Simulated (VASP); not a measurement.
Here is a VASP 6.6.1 calculation.

The input INCAR:

```
SYSTEM = VN2
  PREC = Accurate
  ENCUT = 520
  EDIFF = 1E-6
  ISMEAR = 0
  SIGMA = 0.5
  LREAL = .False.
  LASPH = .True.
  NELM = 60
  ALGO = Normal
  ISIF = 2
  LWAVE = .False.
  LCHARG = .True.
  GGA = PE
  LELF = .True.
  LVHAR = .True.
  NBANDS = 32
```

File KPOINTS:

```
regular mesh
0
Gamma
  12 12 12
  0 0 0
```

POSCAR

```
VN2
1.0
   -2.1507500000      2.1507500000      2.4913500000
    2.1507500000     -2.1507500000      2.4913500000
    2.1507500000      2.1507500000     -2.4913500000
V N
2 4
Direct
    0.2500000000      0.2500000000      0.0000000000
    0.7500000000      0.7500000000      0.0000000000
    0.1151000000      0.6151000000      0.7302000000
    0.6151000000      0.8849000000      0.5000000000
    0.8849000000      0.3849000000      0.2698000000
    0.3849000000      0.1151000000      0.5000000000
```

Potentials or basis: VASP PAW PBE potentials, release 64 (V_sv, N).

Command:

```console
$ cat potpaw_PBE.64/V_sv/POTCAR potpaw_PBE.64/N/POTCAR > POTCAR
$ mpirun -np 1 vasp_std > vasp.out
```

Question: What does it give for the pressure?

Answer: 0.6 GPa.

Question: What does it give for the largest force?

Answer: 0.371 eV/Å.

Question: Estimate the band gap on the k mesh.

Answer: Zero (band 23 reaches 11.67 eV, above the bottom of band 24 at 11.28 eV).

Forces on the atoms (eV/Å):
```
V    0.000  0.000  0.000
V    0.000  0.000  0.000
N   -0.262 -0.262  0.000
N    0.262 -0.262  0.000
N    0.262  0.262  0.000
N   -0.262  0.262  0.000
```

Caveat: the run has no spin polarisation, though such a crystal can be magnetic. With open d or f shells a metallic result of PBE can be an artefact of self-interaction; +U or a hybrid may open a gap.
